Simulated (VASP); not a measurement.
# Zr (I4/mmm) in VASP: notebook, part 2 of 2

VASP 6.6.1. The steps go on from the part before.

### 4 Single point, LDA (strain +0.0375 x Voigt [0, 1, 0, 0, 0, 0])

INCAR

```
SYSTEM = Zr
PREC     = Accurate       ! precision mode
ENCUT    = 520            ! plane-wave cutoff, eV
EDIFF    = 1E-6           ! SCF threshold, eV
ISMEAR   = 0              ! smearing method
SIGMA    = 0.15           ! smearing width, eV
LREAL    = .False.        ! projectors in reciprocal space
LASPH    = .True.         ! aspherical terms in the spheres
NELM     = 100            ! most SCF steps
ALGO     = Normal         ! electronic algorithm
ISIF     = 2              ! what is computed and relaxed
LWAVE    = .False.        ! write WAVECAR
LCHARG   = .False.        ! write CHGCAR
NBANDS   = 12             ! bands
```

KPOINTS

```
regular mesh
0
Gamma
  18 18 18
  0 0 0
```

POSCAR

```
Zr
1.0
    0.0000000000      2.3395625000      2.2550000000
    2.2550000000      0.0000000000      2.2550000000
    2.2550000000      2.3395625000      0.0000000000
Zr
1
Direct
    0.0000000000      0.0000000000      0.0000000000
```

Potentials or basis: VASP PAW LDA potentials, release 64 (Zr_sv).

Command:

```sh
cat potpaw_LDA.64/Zr_sv/POTCAR > POTCAR
mpirun -np 1 vasp_std > vasp.out
```

OUTCAR:

```text
SYSTEM = Zr
   PREC = Accurate
   ENCUT = 520
   EDIFF = 1E-6
   ISMEAR = 0
   LREAL = .False.
   LASPH = .True.
   NELM = 100
   ISIF = 2

 ion  position               nearest neighbor table
   1  0.000  0.000  0.000-

  LATTYP: Found a body centered tetragonal cell.
 ALAT       =     3.1890515832
 C/A-ratio  =     1.4672465710

  Lattice vectors:

 A1 = (   0.0000000000,  -2.3395625000,   2.2550000000)
 A2 = (   0.0000000000,  -2.3395625000,  -2.2550000000)
 A3 = (   2.2550000000,   2.3395625000,   0.0000000000)

Analysis of symmetry for initial positions (statically):
=====================================================================
 Subroutine PRICEL returns:
 Original cell was already a primitive cell.

 Routine SETGRP: Setting up the symmetry group for a
 body centered tetragonal supercell.

 Subroutine GETGRP returns: Found 16 space group operations
 (whereof 16 operations were pure point group operations)
 out of a pool of 16 trial point group operations.

The static configuration has the point symmetry D_4h.

Analysis of symmetry for dynamics (positions and initial velocities):
=====================================================================
 Subroutine PRICEL returns:
 Original cell was already a primitive cell.

 Routine SETGRP: Setting up the symmetry group for a
 body centered tetragonal supercell.

 Subroutine GETGRP returns: Found 16 space group operations
 (whereof 16 operations were pure point group operations)
 out of a pool of 16 trial point group operations.

The dynamic configuration has the point symmetry D_4h.

 Subroutine INISYM returns: Found 16 space group operations
 (whereof 16 operations are pure point group operations),
 and found     1 'primitive' translations

----------------------------------------------------------------------------------------

                                     Primitive cell

  volume of cell :      23.7935

  direct lattice vectors                    reciprocal lattice vectors
     0.000000000  2.339562500  2.255000000    -0.221729490  0.213715171  0.221729490
     2.255000000  0.000000000  2.255000000     0.221729490 -0.213715171  0.221729490
     2.255000000  2.339562500  0.000000000     0.221729490  0.213715171 -0.221729490

  length of vectors
     3.249396512  3.189051583  3.249396512     0.379476097  0.379476097  0.379476097

  position of ions in fractional coordinates (direct lattice)
     0.000000000  0.000000000  0.000000000

  ion indices of the primitive-cell ions
   primitive index   ion index
                 1           1

----------------------------------------------------------------------------------------

 KPOINTS: regular mesh

Automatic generation of k-mesh.
 Grid dimensions read from file:
 generate k-points for:   18   18   18

 Generating k-lattice:

  Cartesian coordinates                     Fractional coordinates (reciprocal lattice)
    -0.012318305  0.011873065  0.012318305     0.055555556  0.000000000  0.000000000
     0.012318305 -0.011873065  0.012318305    -0.000000000  0.055555556 -0.000000000
     0.012318305  0.011873065 -0.012318305     0.000000000  0.000000000  0.055555556

  Length of vectors
     0.021082005  0.021082005  0.021082005

  Shift w.r.t. Gamma in fractional coordinates (k-lattice)
     0.000000000  0.000000000  0.000000000

 Subroutine IBZKPT returns following result:
 ===========================================

 Found    480 irreducible k-points:

 Following reciprocal coordinates:
            Coordinates               Weight
  0.000000  0.000000  0.000000      1.000000
  0.055556  0.000000  0.000000      8.000000
  0.111111  0.000000  0.000000      8.000000
  0.166667  0.000000  0.000000      8.000000
  0.222222  0.000000  0.000000      8.000000
  0.277778  0.000000  0.000000      8.000000
[... 16 lines left out ...]
 -0.277778  0.055556 -0.000000     16.000000
 -0.222222  0.055556  0.000000     16.000000
 [... further k-points ...]
   k-points           NKPTS =    480   k-points in BZ     NKDIM =    480   number of bands    NBANDS=     12
   number of dos      NEDOS =    301   number of ions     NIONS =      1
   total plane-waves  NPLWV =  13824
   dimension x,y,z NGX =    24 NGY =   24 NGZ =   24
   dimension x,y,z NGXF=    48 NGYF=   48 NGZF=   48
   ions per type =               1
   NGX,Y,Z   is equivalent  to a cutoff of  12.28, 12.51, 12.28 a.u.
   NGXF,Y,Z  is equivalent  to a cutoff of  24.56, 25.02, 24.56 a.u.
 SYSTEM =  Zr
   PREC   = accura    normal or accurate (medium, high low for compatibility)
   ISTART =      0    job   : 0-new  1-cont  2-samecut
   ICHARG =      2    charge: 1-file 2-atom 10-const
   ISPIN  =      1    spin polarized calculation?
   LNONCOLLINEAR =      F non collinear calculations
   LSORBIT =      F    spin-orbit coupling
   LASPH  =      T    aspherical Exc in radial PAW
   ENCUT  =  520.0 eV  38.22 Ry    6.18 a.u.   6.04  5.93  6.04*2*pi/ulx,y,z
   NELM   =    100;   NELMIN=  2; NELMDL= -5     # of ELM steps
   EDIFF  = 0.1E-05   stopping-criterion for ELM
   LREAL  =      F    real-space projection
   EDIFFG = 0.1E-04   stopping-criterion for IOM
   NSW    =      0    number of steps for IOM
   IBRION =     -1    ionic relax: 0-MD 1-quasi-New 2-CG
   NFREE  =      0    steps in history (QN), initial steepest desc. (CG)
   ISIF   =      2    stress and relaxation
   ISYM   =      2    0-nonsym 1-usesym 2-fastsym
   POTIM  = 0.5000    time-step for ionic-motion
   TEBEG  =    0.0;   TEEND  =   0.0 temperature during run
   PSTRESS=    0.0 pullay stress
   NELECT =      12.0000    total number of electrons
   NUPDOWN=      -1.0000    fix difference up-down
   EMIN   =  10.00;   EMAX   =-10.00  energy-range for DOS
   EFERMI =   0.00;   METHOD = LEGACY
   ISMEAR =     0;   SIGMA  =   0.15  broadening in eV -4-tet -1-fermi 0-gaus
   EFERMI_NEDOS =   21; number of points for ismear=-14 and -15
   IALGO  =     38    algorithm
   IMIX   =      4    mixing-type and parameters
     AMIX     =   0.40;   BMIX     =  1.00
     AMIX_MAG =   1.60;   BMIX_MAG =  1.00
  volume/ion in A,a.u.               =      23.79       160.57
  Fermi-wavevector in a.u.,A,eV,Ry     =   1.303115  2.462530 23.104163  1.698108
  Thomas-Fermi vector in A             =   2.434138
   LORBIT       =      0    0 simple, 1 ext, 2 COOP (PROOUT), +10 PAW based schemes
   GGA     = CA    functional components
   LHFCALC =     F    Hartree Fock is set to
   AEXX    =    0.0000 exact exchange contribution
   IVDW    =     0    specifies the selected vdW correction
   LEPSILON=     F    determine dielectric tensor
   LRPA    =     F    only Hartree local field effects (RPA)
 non-spin polarized calculation
 Gauss-broadening in eV      SIGMA  =   0.15
  energy-cutoff  :      520.00
  volume of cell :       23.79
 maximum number of plane-waves:       654
   NGX = 13   NGY = 11   NGZ = 13

 number of electron      12.0000000 magnetization

 Free energy of the ion-electron system (eV)
  ---------------------------------------------------
  ext. energy  EPLUGINS =         0.00000000
  ---------------------------------------------------
  free energy    TOTEN  =        -9.21167956 eV

  energy without entropy =       -9.19431784  energy(sigma->0) =       -9.20299870

 E-fermi :   8.4385     XC(G=0): -11.1960

 val. band max:        8.4361073956   @ k =   0.2222  -0.2778   0.0556
 cond. band min:       8.4410849670   @ k =   0.4444   0.0000   0.1111
 fundamental gap:      0.0049775714
 Fermi energy:         8.4384758263

 k-point     1 :       0.0000    0.0000    0.0000
  band No.  band energies     occupation
      1     -40.0277      2.00000
      2     -17.7159      2.00000
      3     -17.7060      2.00000
      4     -17.7060      2.00000
      5       2.9587      2.00000
      6       9.1384      0.00000
      7       9.5197      0.00000
      8       9.5197      0.00000
      9      11.4299      0.00000
     10      11.9633      0.00000
     11      18.9838      0.00000
     12      22.4250      0.00000
[... 331 lines left out ...]
 k-point    24 :      -0.2222    0.0556    0.0000
  band No.  band energies     occupation
      1     -39.9639      2.00000
      2     -18.1508      2.00000
      3     -17.7948      2.00000
      4     -17.7591      2.00000
      5       4.5621      2.00000
      6       8.4218      1.12525
      7       9.5642      0.00000
      8       9.8883      0.00000
      9      11.2711      0.00000
     10      12.1144      0.00000
     11      19.6466      0.00000
     12      21.9151      0.00000

 [... further k-points ...]
[... 5 lines left out ...]
  --------------------------------------------------------------------------------------
  -------------------------------------------------------------------------------------
  Total       -1.1984500     -1.3729299     -1.1984500      0.0000000     -0.0000000      0.0000000
  in kB      -80.6998565    -92.4487816    -80.6998565      0.0000000     -0.0000000      0.0000000
  external PRESSURE =     -84.6161648 kB  Pullay stress =       0.0000000 kB

 VOLUME and BASIS-vectors are now :
 -----------------------------------------------------------------------------
  energy-cutoff  :      520.00
  volume of cell :       23.79
      direct lattice vectors                 reciprocal lattice vectors
     0.000000000  2.339562500  2.255000000    -0.221729490  0.213715171  0.221729490
     2.255000000  0.000000000  2.255000000     0.221729490 -0.213715171  0.221729490
     2.255000000  2.339562500  0.000000000     0.221729490  0.213715171 -0.221729490

 POSITION                                       TOTAL-FORCE (eV/Angst)
 -----------------------------------------------------------------------------------
      0.00000      0.00000      0.00000        -0.000000      0.000000      0.000000
 -----------------------------------------------------------------------------------
    total drift:                                0.000000     -0.000000     -0.000000

  FREE ENERGIE OF THE ION-ELECTRON SYSTEM (eV)
  ---------------------------------------------------
  free  energy   TOTEN  =        -9.2116795591 eV

  energy  without entropy=       -9.1943178436  energy(sigma->0) =       -9.20299870
```

Wall time 45 s (1 thread of Intel Xeon Platinum 8488C (Sapphire Rapids), shared host); peak memory 0.23 GiB.

What came out:

| Quantity | Value |
| --- | --- |
| Free energy | -9.2117 eV |
| Pressure | -8.5 GPa |
| Band gap on the k mesh | zero (band 6 reaches 9.25 eV, above the bottom of band 7 at 7.82 eV) |

Stress tensor (GPa, compression positive):
```
-8.07  0.00  0.00
 0.00 -9.24  0.00
 0.00  0.00 -8.07
```

Caveat: the cell differs from its parent crystal (strain +0.0375 x Voigt [0, 1, 0, 0, 0, 0]).

### 5 Summary

```tsv
cell	gap on the mesh (eV)	pressure (GPa)
a = 3.311, b = 3.189 Å, angles 61.2, 57.6, 61.2°, 1 atom	none	-10.9
a = 3.130, b = 3.189 Å, angles 59.4, 61.3, 59.4°, 1 atom	none	-2.2
a = 3.249, b = 3.189 Å, angles 60.6, 58.8, 60.6°, 1 atom	none	-8.5
```

Alike in all rows: task single point; level LDA; potentials or basis VASP PAW LDA potentials, release 64 (Zr_sv); no spin polarisation; k mesh 18 × 18 × 18; cutoff (eV) 520; smearing gaussian 0.15 eV.

Total energies depend on the potentials used, so only differences within one code and one set of settings carry meaning.
